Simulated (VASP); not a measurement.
Here is a VASP 6.6.1 calculation.

File INCAR:

```
SYSTEM = AlP
PREC     = Accurate       ! precision mode
ENCUT    = 500            ! plane-wave cutoff, eV
EDIFF    = 1E-6           ! SCF threshold, eV
ISMEAR   = 0              ! smearing method
SIGMA    = 0.05           ! smearing width, eV
LREAL    = .FALSE.        ! projectors in reciprocal space
LASPH    = .TRUE.         ! aspherical terms in the spheres
NELM     = 120            ! most SCF steps
ALGO     = Normal         ! electronic algorithm
ISIF     = 2              ! what is computed and relaxed
LWAVE    = .FALSE.        ! write WAVECAR
LCHARG   = .TRUE.         ! write CHGCAR
GGA      = PE             ! functional
LELF     = .TRUE.         ! ELF
LVHAR    = .TRUE.       
NBANDS   = 26             ! bands
GGA_COMPAT= .FALSE.
```

Contents of KPOINTS:

```
regular mesh
0
G
  6 6 6
  0 0 0
```

File POSCAR:

```
AlP
1.0
    5.5068011467      0.0000000000      0.0000000000
    0.0000000000     -5.5068011467      0.0000000000
    0.0000000000      0.0000000000     -5.5068011467
Al P
4 4
Direct
    0.0000000000      0.0000000000      0.0000000000
    0.5000000000      0.5000000000      0.0000000000
    0.5000000000      0.0000000000      0.5000000000
    0.0000000000      0.5000000000      0.5000000000
    0.7500000000      0.7500000000      0.7500000000
    0.2500000000      0.2500000000      0.7500000000
    0.2500000000      0.7500000000      0.2500000000
    0.7500000000      0.2500000000      0.2500000000
```

Potentials or basis: VASP PAW PBE potentials, release 64 (Al, P).

Command:

```sh
$ cat potpaw_PBE.64/Al/POTCAR potpaw_PBE.64/P/POTCAR > POTCAR
$ mpirun -np 1 vasp_std > vasp.out
```

(1) What does it give for the band gap on the k mesh?

(2) Estimate the pressure.

Results:

(1) 1.63 eV.

(2) -0.1 GPa.
